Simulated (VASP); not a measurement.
# CaInO6 (Fm-3m) in VASP: notebook

The runs below take CaInO6 through single point, with PBE.

Everything below comes from runs of VASP 6.6.1. Logs are shortened: lines on timing, memory, paths and dates and some standing lists are left out, and cuts for length are marked.

## (1) The cell of the first run

Symmetry: Fm-3m, No. 225, cubic system. Conventional cell: a = 8.499 Å, b = 8.499 Å, c = 8.499 Å, α = 90.00°, β = 90.00°, γ = 90.00°. Ca (site symmetry m-3m) has 6 O at 2.12 Å within 2.8 Å. Within 2.8 Å of In (site symmetry m-3m) lie 6 O at 2.12 Å. Within 2.8 Å of O (site symmetry 4mm) lie 1 Ca at 2.12 Å and 1 In at 2.12 Å.

## (2) Single point, PBE

File INCAR:

```
PREC = Accurate
ENCUT = 520
EDIFF = 1E-6
ISMEAR = 0
SIGMA = 0.1
LREAL = False
LASPH = True
NELM = 80
ALGO = Normal
ISIF = 2
LWAVE = False
LCHARG = False
GGA = PE
NBANDS = 40
```

File KPOINTS:

```
Automatic mesh
0
Gamma
  4 4 4
```

File POSCAR:

```
CaInO6
1.0
    0.0000000000      4.2495245500      4.2495245500
    4.2495245500      0.0000000000      4.2495245500
    4.2495245500      4.2495245500      0.0000000000
Ca In O
1 1 6
Direct
    0.0000000000      0.0000000000      0.0000000000
    0.5000000000      0.5000000000      0.5000000000
    0.7500000000      0.2500000000      0.2500000000
    0.2500000000      0.7500000000      0.7500000000
    0.2500000000      0.7500000000      0.2500000000
    0.7500000000      0.2500000000      0.7500000000
    0.2500000000      0.2500000000      0.7500000000
    0.7500000000      0.7500000000      0.2500000000
```

Potentials or basis: VASP PAW PBE potentials, release 64 (Ca_sv, In_d, O).

Started as:

```
> cat potpaw_PBE.64/Ca_sv/POTCAR potpaw_PBE.64/In_d/POTCAR potpaw_PBE.64/O/POTCAR > POTCAR
> mpirun -np 1 vasp_std > vasp.out
```

OUTCAR:

```text
PREC = Accurate
   ENCUT = 520
   EDIFF = 1E-6
   ISMEAR = 0
   LREAL = False
   LASPH = True
   NELM = 80
   ISIF = 2
   GGA = PE

 ion  position               nearest neighbor table
   1  0.000  0.000  0.000-   3 2.12   4 2.12   5 2.12   6 2.12   7 2.12   8 2.12
   2  0.500  0.500  0.500-   3 2.12   4 2.12   5 2.12   6 2.12   7 2.12   8 2.12
   3  0.750  0.250  0.250-   1 2.12   2 2.12
   4  0.250  0.750  0.750-   1 2.12   2 2.12
   5  0.250  0.750  0.250-   1 2.12   2 2.12
   6  0.750  0.250  0.750-   1 2.12   2 2.12
   7  0.250  0.250  0.750-   1 2.12   2 2.12
   8  0.750  0.750  0.250-   1 2.12   2 2.12

  LATTYP: Found a face centered cubic cell.
 ALAT       =     8.4990491000

  Lattice vectors:

 A1 = (   0.0000000000,   4.2495245500,   4.2495245500)
 A2 = (   4.2495245500,   0.0000000000,   4.2495245500)
 A3 = (   4.2495245500,   4.2495245500,   0.0000000000)

Analysis of symmetry for initial positions (statically):
=====================================================================
 Subroutine PRICEL returns:
 Original cell was already a primitive cell.

 Routine SETGRP: Setting up the symmetry group for a
 face centered cubic supercell.

 Subroutine GETGRP returns: Found 48 space group operations
 (whereof 48 operations were pure point group operations)
 out of a pool of 48 trial point group operations.

The static configuration has the point symmetry O_h .

Analysis of symmetry for dynamics (positions and initial velocities):
=====================================================================
 Subroutine PRICEL returns:
 Original cell was already a primitive cell.

 Routine SETGRP: Setting up the symmetry group for a
 face centered cubic supercell.

 Subroutine GETGRP returns: Found 48 space group operations
 (whereof 48 operations were pure point group operations)
 out of a pool of 48 trial point group operations.

The dynamic configuration has the point symmetry O_h .

 Subroutine INISYM returns: Found 48 space group operations
 (whereof 48 operations are pure point group operations),
 and found     1 'primitive' translations

----------------------------------------------------------------------------------------

                                     Primitive cell

  volume of cell :     153.4797

  direct lattice vectors                    reciprocal lattice vectors
     0.000000000  4.249524550  4.249524550    -0.117660222  0.117660222  0.117660222
     4.249524550  0.000000000  4.249524550     0.117660222 -0.117660222  0.117660222
     4.249524550  4.249524550  0.000000000     0.117660222  0.117660222 -0.117660222

  length of vectors
     6.009735252  6.009735252  6.009735252     0.203793482  0.203793482  0.203793482

  position of ions in fractional coordinates (direct lattice)
     0.000000000  0.000000000  0.000000000
     0.500000000  0.500000000  0.500000000
     0.750000000  0.250000000  0.250000000
     0.250000000  0.750000000  0.750000000
     0.250000000  0.750000000  0.250000000
     0.750000000  0.250000000  0.750000000
     0.250000000  0.250000000  0.750000000
     0.750000000  0.750000000  0.250000000

  ion indices of the primitive-cell ions
   primitive index   ion index
                 1           1
                 2           2
                 3           3
                 4           4
                 5           5
                 6           6
                 7           7
                 8           8

----------------------------------------------------------------------------------------

 KPOINTS: Automatic mesh

Automatic generation of k-mesh.
 Grid dimensions read from file:
 generate k-points for:    4    4    4

 Generating k-lattice:

  Cartesian coordinates                     Fractional coordinates (reciprocal lattice)
    -0.029415055  0.029415055  0.029415055     0.250000000  0.000000000  0.000000000
     0.029415055 -0.029415055  0.029415055     0.000000000  0.250000000  0.000000000
     0.029415055  0.029415055 -0.029415055     0.000000000  0.000000000  0.250000000

  Length of vectors
     0.050948370  0.050948370  0.050948370

  Shift w.r.t. Gamma in fractional coordinates (k-lattice)
     0.000000000  0.000000000  0.000000000

 Subroutine IBZKPT returns following result:
 ===========================================

 Found      8 irreducible k-points:

 Following reciprocal coordinates:
            Coordinates               Weight
  0.000000  0.000000  0.000000      1.000000
  0.250000  0.000000  0.000000      8.000000
  0.500000  0.000000  0.000000      4.000000
  0.250000  0.250000  0.000000      6.000000
  0.500000  0.250000  0.000000     24.000000
 -0.250000  0.250000  0.000000     12.000000
  0.500000  0.500000  0.000000      3.000000
 -0.250000  0.500000  0.250000      6.000000
   k-points           NKPTS =      8   k-points in BZ     NKDIM =      8   number of bands    NBANDS=     40
   number of dos      NEDOS =    301   number of ions     NIONS =      8
   total plane-waves  NPLWV = 110592
   dimension x,y,z NGX =    48 NGY =   48 NGZ =   48
   dimension x,y,z NGXF=    96 NGYF=   96 NGZF=   96
   ions per type =               1   1   6
   NGX,Y,Z   is equivalent  to a cutoff of  13.28, 13.28, 13.28 a.u.
   NGXF,Y,Z  is equivalent  to a cutoff of  26.56, 26.56, 26.56 a.u.
 SYSTEM =  unknown system
   PREC   = accura    normal or accurate (medium, high low for compatibility)
   ISTART =      0    job   : 0-new  1-cont  2-samecut
   ICHARG =      2    charge: 1-file 2-atom 10-const
   ISPIN  =      1    spin polarized calculation?
   LNONCOLLINEAR =      F non collinear calculations
   LSORBIT =      F    spin-orbit coupling
   LASPH  =      T    aspherical Exc in radial PAW
   ENCUT  =  520.0 eV  38.22 Ry    6.18 a.u.  11.17 11.17 11.17*2*pi/ulx,y,z
   NELM   =     80;   NELMIN=  2; NELMDL= -5     # of ELM steps
   EDIFF  = 0.1E-05   stopping-criterion for ELM
   LREAL  =      F    real-space projection
   EDIFFG = 0.1E-04   stopping-criterion for IOM
   NSW    =      0    number of steps for IOM
   IBRION =     -1    ionic relax: 0-MD 1-quasi-New 2-CG
   NFREE  =      0    steps in history (QN), initial steepest desc. (CG)
   ISIF   =      2    stress and relaxation
   ISYM   =      2    0-nonsym 1-usesym 2-fastsym
   POTIM  = 0.5000    time-step for ionic-motion
   TEBEG  =    0.0;   TEEND  =   0.0 temperature during run
   PSTRESS=    0.0 pullay stress
   NELECT =      59.0000    total number of electrons
   NUPDOWN=      -1.0000    fix difference up-down
   EMIN   =  10.00;   EMAX   =-10.00  energy-range for DOS
   EFERMI =   0.00;   METHOD = LEGACY
   ISMEAR =     0;   SIGMA  =   0.10  broadening in eV -4-tet -1-fermi 0-gaus
   EFERMI_NEDOS =   21; number of points for ismear=-14 and -15
   IALGO  =     38    algorithm
   IMIX   =      4    mixing-type and parameters
     AMIX     =   0.40;   BMIX     =  1.00
     AMIX_MAG =   1.60;   BMIX_MAG =  1.00
  volume/ion in A,a.u.               =      19.18       129.47
  Fermi-wavevector in a.u.,A,eV,Ry     =   1.190351  2.249438 19.278588  1.416936
  Thomas-Fermi vector in A             =   2.326438
   LORBIT       =      0    0 simple, 1 ext, 2 COOP (PROOUT), +10 PAW based schemes
   GGA     = PE    functional components
   LHFCALC =     F    Hartree Fock is set to
   AEXX    =    0.0000 exact exchange contribution
   IVDW    =     0    specifies the selected vdW correction
   LEPSILON=     F    determine dielectric tensor
   LRPA    =     F    only Hartree local field effects (RPA)
 non-spin polarized calculation
 Gauss-broadening in eV      SIGMA  =   0.10
  energy-cutoff  :      520.00
  volume of cell :      153.48
 maximum number of plane-waves:      4156
 NGX is ok and might be reduce to    48
   NGX = 23   NGY = 23   NGZ = 23

 number of electron      59.0000027 magnetization

 Free energy of the ion-electron system (eV)
  ---------------------------------------------------
  ext. energy  EPLUGINS =         0.00000000
  ---------------------------------------------------
  free energy    TOTEN  =       -31.85374197 eV

  energy without entropy =      -31.73669129  energy(sigma->0) =      -31.79521663

 E-fermi :  -2.4109     XC(G=0):  -7.8718

 val. band max:       -2.4163187666   @ k =   0.5000   0.0000   0.0000
 cond. band min:      -2.3858518581   @ k =  -0.2500   0.5000   0.2500
 fundamental gap:      0.0304669085
 Fermi energy:        -2.4108723481

 k-point     1 :       0.0000    0.0000    0.0000
  band No.  band energies     occupation
      1     -37.6657      2.00000
      2     -19.8412      2.00000
      3     -19.8412      2.00000
      4     -19.8412      2.00000
      5     -18.6209      2.00000
      6     -18.3004      2.00000
[... 32 lines left out ...]
     39       8.0375      0.00000
     40       9.1455      0.00000

 k-point     2 :       0.2500    0.0000    0.0000
  band No.  band energies     occupation
      1     -37.6656      2.00000
      2     -19.9092      2.00000
      3     -19.8617      2.00000
      4     -19.8617      2.00000
      5     -18.4167      2.00000
      6     -18.1808      2.00000
[... 32 lines left out ...]
     39       7.9846      0.00000
     40       8.8855      0.00000

 k-point     3 :       0.5000    0.0000    0.0000
  band No.  band energies     occupation
      1     -37.6656      2.00000
      2     -19.9665      2.00000
      3     -19.8810      2.00000
      4     -19.8810      2.00000
      5     -18.1617      2.00000
      6     -18.0234      2.00000
[... 32 lines left out ...]
     39       7.6149      0.00000
     40       8.7239      0.00000

 k-point     4 :       0.2500    0.2500    0.0000
  band No.  band energies     occupation
      1     -37.6656      2.00000
      2     -19.9116      2.00000
      3     -19.8448      2.00000
      4     -19.8448      2.00000
      5     -18.5162      2.00000
      6     -18.2968      2.00000
[... 32 lines left out ...]
     39       8.3794      0.00000
     40       8.9188      0.00000

 k-point     5 :       0.5000    0.2500    0.0000
  band No.  band energies     occupation
      1     -37.6656      2.00000
      2     -19.9129      2.00000
      3     -19.8675      2.00000
      4     -19.8651      2.00000
      5     -18.3331      2.00000
      6     -18.2502      2.00000
[... 32 lines left out ...]
     39       7.7061      0.00000
     40       8.7010      0.00000

 k-point     6 :      -0.2500    0.2500    0.0000
  band No.  band energies     occupation
      1     -37.6656      2.00000
      2     -19.9398      2.00000
      3     -19.8810      2.00000
      4     -19.8485      2.00000
      5     -18.4104      2.00000
      6     -18.1034      2.00000
[... 32 lines left out ...]
     39       7.7021      0.00000
     40       8.6439      0.00000

 k-point     7 :       0.5000    0.5000    0.0000
  band No.  band energies     occupation
      1     -37.6656      2.00000
      2     -19.8558      2.00000
      3     -19.8483      2.00000
      4     -19.8483      2.00000
      5     -18.5125      2.00000
      6     -18.3773      2.00000
[... 32 lines left out ...]
     39       8.6438      0.00000
     40       8.6519      0.00000

 k-point     8 :      -0.2500    0.5000    0.2500
  band No.  band energies     occupation
      1     -37.6656      2.00000
      2     -19.9112      2.00000
      3     -19.8521      2.00000
      4     -19.8521      2.00000
      5     -18.4194      2.00000
      6     -18.3783      2.00000
[... 32 lines left out ...]
     39       7.7636      0.00000
     40       8.0183      0.00000

------------------------ aborting loop because EDIFF is reached ----------------------------------------

  FORCE on cell =-STRESS in cart. coord.  units (eV):
  Direction    XX          YY          ZZ          XY          YZ          ZX
  --------------------------------------------------------------------------------------
  -------------------------------------------------------------------------------------
  Total        3.8482311      3.8482311      3.8482311      0.0000000      0.0000000      0.0000000
  in kB       40.1717457     40.1717457     40.1717457      0.0000000      0.0000000      0.0000000
  external PRESSURE =      40.1717457 kB  Pullay stress =       0.0000000 kB

 VOLUME and BASIS-vectors are now :
 -----------------------------------------------------------------------------
  energy-cutoff  :      520.00
  volume of cell :      153.48
      direct lattice vectors                 reciprocal lattice vectors
     0.000000000  4.249524550  4.249524550    -0.117660222  0.117660222  0.117660222
     4.249524550  0.000000000  4.249524550     0.117660222 -0.117660222  0.117660222
     4.249524550  4.249524550  0.000000000     0.117660222  0.117660222 -0.117660222

 POSITION                                       TOTAL-FORCE (eV/Angst)
 -----------------------------------------------------------------------------------
      0.00000      0.00000      0.00000         0.000000     -0.000000      0.000000
      4.24952      4.24952      4.24952         0.000000     -0.000000      0.000000
      2.12476      4.24952      4.24952         1.282982     -0.000000      0.000000
      6.37429      4.24952      4.24952        -1.282982     -0.000000      0.000000
      4.24952      2.12476      4.24952         0.000000      1.282982      0.000000
      4.24952      6.37429      4.24952         0.000000     -1.282982      0.000000
      4.24952      4.24952      2.12476         0.000000     -0.000000      1.282982
      4.24952      4.24952      6.37429         0.000000     -0.000000     -1.282982
 -----------------------------------------------------------------------------------
    total drift:                                0.000000     -0.000000     -0.000000

  FREE ENERGIE OF THE ION-ELECTRON SYSTEM (eV)
  ---------------------------------------------------
  free  energy   TOTEN  =       -31.8537419675 eV

  energy  without entropy=      -31.7366912890  energy(sigma->0) =      -31.79521663
```

Wall time 62 s (1 thread of AMD EPYC 9R45 (Zen 5), shared host); peak memory 0.3 GiB.

Results:

* Free energy: -31.8537 eV
* Pressure: 4.0 GPa

Levels at points of the mesh, in eV from the Fermi level:
| k point | band 28 | band 29 | band 30 | band 31 | band 32 | band 33 |
| --- | --- | --- | --- | --- | --- | --- |
| (0.00, 0.00, 0.00) | -0.07 | -0.07 | -0.07 | 0.44 | 0.44 | 0.44 |
| (0.50, 0.00, 0.00) | -0.01 | -0.01 | 0.11 | 0.15 | 0.34 | 0.34 |
| (0.50, 0.50, 0.00) | -0.30 | -0.30 | -0.30 | -0.09 | -0.09 | 0.44 |

Caveat: spin-orbit coupling is left out, which moves the levels of the heavy elements; an odd number of electrons without spin polarisation forces a metal; a magnetic or distorted state may lie lower.

[end of part 1 of 2]
